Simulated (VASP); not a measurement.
# Ti2In (I4/mmm) in VASP: single point with PBE

Aim: the single point of Ti2In with PBE.

All numbers are computed with VASP 6.6.1; they aren't measurements. Logs are shortened: lines on timing, memory, paths and dates and some standing lists are left out, and cuts for length are marked.

### Step 1. The cell of the first run

The structure is tetragonal, space group I4/mmm (No. 139). The conventional cell has a = 2.932 Å, b = 2.932 Å, c = 13.733 Å, α = 90.00°, β = 90.00°, γ = 90.00°. Ti (site symmetry 4mm) has 8 Ti at 2.90 to 2.93 Å and 4 In at 3.18 Å within 3.8 Å. Within 3.9 Å of In (site symmetry 4/mmm) lie 4 In at 2.93 Å and 8 Ti at 3.18 Å.

### Step 2. Single point, PBE

The input, INCAR:

```
ALGO = Normal ; EDIFF = 1E-6
ENCUT = 500 ; GGA = PE
GGA_COMPAT = False ; ISIF = 2
ISMEAR = -1 ; LASPH = True
LCHARG = False ; LREAL = False
LWAVE = False ; NBANDS = 26
NELM = 120 ; PREC = Accurate
SIGMA = 0.0307
```

The input, KPOINTS:

```
k-points
0
Gamma
  12 12 12
```

The input, POSCAR:

```
Ti2In
1.0
    0.0000000000      2.9317860000      0.0000000000
    2.9317860000      0.0000000000      0.0000000000
    1.4658930000      1.4658930000     -6.8664160000
Ti In
2 1
Direct
    0.3240000000      0.3240000000      0.3520000000
    0.6760000000      0.6760000000      0.6480000000
    0.0000000000      0.0000000000      0.0000000000
```

Potentials or basis: VASP PAW PBE potentials, release 64 (Ti_sv, In_d).

On the command line:

```sh
cat potpaw_PBE.64/Ti_sv/POTCAR potpaw_PBE.64/In_d/POTCAR > POTCAR
mpirun -np 1 vasp_std > vasp.out
```

OUTCAR:

```text
EDIFF = 1E-6
   ENCUT = 500
   GGA = PE
   ISIF = 2
   ISMEAR = -1
   LASPH = True
   LREAL = False
   NELM = 120
   PREC = Accurate

 ion  position               nearest neighbor table
   1  0.324  0.324  0.352-   2 2.90   2 2.90   2 2.90   2 2.90   3 3.18   3 3.18   3 3.18   3 3.18

   2  0.676  0.676  0.648-   1 2.90   1 2.90   1 2.90   1 2.90   3 3.18   3 3.18   3 3.18   3 3.18

   3  0.000  0.000  0.000-   1 3.18   2 3.18   2 3.18   2 3.18   1 3.18   1 3.18   2 3.18   1 3.18

  LATTYP: Found a body centered tetragonal cell.
 ALAT       =     2.9317860000
 C/A-ratio  =     4.6841181450

  Lattice vectors:

 A1 = (  -1.4658930000,   1.4658930000,   6.8664160000)
 A2 = (   1.4658930000,  -1.4658930000,   6.8664160000)
 A3 = (   1.4658930000,   1.4658930000,  -6.8664160000)

Analysis of symmetry for initial positions (statically):
=====================================================================
 Subroutine PRICEL returns:
 Original cell was already a primitive cell.

 Routine SETGRP: Setting up the symmetry group for a
 body centered tetragonal supercell.

 Subroutine GETGRP returns: Found 16 space group operations
 (whereof 16 operations were pure point group operations)
 out of a pool of 16 trial point group operations.

The static configuration has the point symmetry D_4h.

Analysis of symmetry for dynamics (positions and initial velocities):
=====================================================================
 Subroutine PRICEL returns:
 Original cell was already a primitive cell.

 Routine SETGRP: Setting up the symmetry group for a
 body centered tetragonal supercell.

 Subroutine GETGRP returns: Found 16 space group operations
 (whereof 16 operations were pure point group operations)
 out of a pool of 16 trial point group operations.

The dynamic configuration has the point symmetry D_4h.

 Subroutine INISYM returns: Found 16 space group operations
 (whereof 16 operations are pure point group operations),
 and found     1 'primitive' translations

----------------------------------------------------------------------------------------

                                     Primitive cell

  volume of cell :      59.0194

  direct lattice vectors                    reciprocal lattice vectors
     0.000000000  2.931786000  0.000000000     0.000000000  0.341089015  0.072818192
     2.931786000  0.000000000  0.000000000     0.341089015  0.000000000  0.072818192
[... 80 lines left out ...]
   ICHARG =      2    charge: 1-file 2-atom 10-const
   ISPIN  =      1    spin polarized calculation?
   LNONCOLLINEAR =      F non collinear calculations
   LSORBIT =      F    spin-orbit coupling
   LASPH  =      T    aspherical Exc in radial PAW
   ENCUT  =  500.0 eV  36.75 Ry    6.06 a.u.   5.35  5.35 13.08*2*pi/ulx,y,z
   NELM   =    120;   NELMIN=  2; NELMDL= -5     # of ELM steps
   EDIFF  = 0.1E-05   stopping-criterion for ELM
   LREAL  =      F    real-space projection
   EDIFFG = 0.1E-04   stopping-criterion for IOM
   NSW    =      0    number of steps for IOM
   IBRION =     -1    ionic relax: 0-MD 1-quasi-New 2-CG
   NFREE  =      0    steps in history (QN), initial steepest desc. (CG)
   ISIF   =      2    stress and relaxation
   ISYM   =      2    0-nonsym 1-usesym 2-fastsym
   POTIM  = 0.5000    time-step for ionic-motion
   TEBEG  =    0.0;   TEEND  =   0.0 temperature during run
   PSTRESS=    0.0 pullay stress
   NELECT =      37.0000    total number of electrons
   NUPDOWN=      -1.0000    fix difference up-down
   EMIN   =  10.00;   EMAX   =-10.00  energy-range for DOS
   EFERMI =   0.00;   METHOD = LEGACY
   ISMEAR =    -1;   SIGMA  =   0.03  broadening in eV -4-tet -1-fermi 0-gaus
   EFERMI_NEDOS =   21; number of points for ismear=-14 and -15
   IALGO  =     38    algorithm
   IMIX   =      4    mixing-type and parameters
     AMIX     =   0.40;   BMIX     =  1.00
     AMIX_MAG =   1.60;   BMIX_MAG =  1.00
  volume/ion in A,a.u.               =      19.67       132.76
  Fermi-wavevector in a.u.,A,eV,Ry     =   1.401126  2.647744 26.710332  1.963154
  Thomas-Fermi vector in A             =   2.524018
   LORBIT       =      0    0 simple, 1 ext, 2 COOP (PROOUT), +10 PAW based schemes
   GGA     = PE    functional components
   LHFCALC =     F    Hartree Fock is set to
   AEXX    =    0.0000 exact exchange contribution
   IVDW    =     0    specifies the selected vdW correction
   LEPSILON=     F    determine dielectric tensor
   LRPA    =     F    only Hartree local field effects (RPA)
 non-spin polarized calculation
  energy-cutoff  :      500.00
  volume of cell :       59.02
 maximum number of plane-waves:      1530
 NGX is ok and might be reduce to    24
   NGX = 11   NGY = 11   NGZ = 27

 number of electron      36.9999998 magnetization

 Free energy of the ion-electron system (eV)
  ---------------------------------------------------
  ext. energy  EPLUGINS =         0.00000000
  ---------------------------------------------------
  free energy    TOTEN  =       -18.59253392 eV

  energy without entropy =      -18.58074566  energy(sigma->0) =      -18.58663979

 E-fermi :   8.3501     XC(G=0): -11.1613

 val. band max:        8.3488780286   @ k =  -0.0833   0.0000   0.1667
 cond. band min:       8.3508067565   @ k =   0.3333   0.2500   0.0833
 fundamental gap:      0.0019287279
 Fermi energy:         8.3500960709

 k-point     1 :       0.0000    0.0000    0.0000
  band No.  band energies     occupation
      1     -48.6622      2.00000
      2     -48.5833      2.00000
      3     -25.0113      2.00000
      4     -24.7516      2.00000
      5     -24.7516      2.00000
      6     -24.7134      2.00000
[... 685 lines left out ...]
     25      11.3060      0.00000
     26      11.5728      0.00000

 [... further k-points ...]
[... 5 lines left out ...]
  --------------------------------------------------------------------------------------
  -------------------------------------------------------------------------------------
  Total       -0.9573732     -0.9573732     -2.1327501      0.0000000      0.0000000      0.0000000
  in kB      -25.9894558    -25.9894558    -57.8969802      0.0000000      0.0000000      0.0000000
  external PRESSURE =     -36.6252973 kB  Pullay stress =       0.0000000 kB

 VOLUME and BASIS-vectors are now :
 -----------------------------------------------------------------------------
  energy-cutoff  :      500.00
  volume of cell :       59.02
      direct lattice vectors                 reciprocal lattice vectors
     0.000000000  2.931786000  0.000000000     0.000000000  0.341089015  0.072818192
     2.931786000  0.000000000  0.000000000     0.341089015  0.000000000  0.072818192
     1.465893000  1.465893000 -6.866416000     0.000000000  0.000000000 -0.145636384

 POSITION                                       TOTAL-FORCE (eV/Angst)
 -----------------------------------------------------------------------------------
      1.46589      1.46589     -2.41698         0.000000      0.000000     -0.133405
      2.93179      2.93179     -4.44944        -0.000000     -0.000000      0.133405
      0.00000      0.00000      0.00000        -0.000000     -0.000000      0.000000
 -----------------------------------------------------------------------------------
    total drift:                                0.000000      0.000000      0.000000

  FREE ENERGIE OF THE ION-ELECTRON SYSTEM (eV)
  ---------------------------------------------------
  free  energy   TOTEN  =       -18.5925339204 eV

  energy  without entropy=      -18.5807456642  energy(sigma->0) =      -18.58663979
```

Wall time 89 s (1 thread of Intel Xeon 6975P-C (Granite Rapids), shared host); peak memory 0.34 GiB.

What came out:

| Property | Result |
| --- | --- |
| Free energy | -18.5925 eV |
| Pressure | -3.7 GPa |
| Largest force | 0.133 eV/Å |

Forces on the atoms (eV/Å):
```
Ti   0.000  0.000 -0.133
Ti   0.000  0.000  0.133
In   0.000  0.000  0.000
```

Stress tensor (GPa, compression positive):
```
-2.60  0.00  0.00
 0.00 -2.60  0.00
 0.00  0.00 -5.79
```

Caveat: spin-orbit coupling is left out, which moves the levels of the heavy elements.
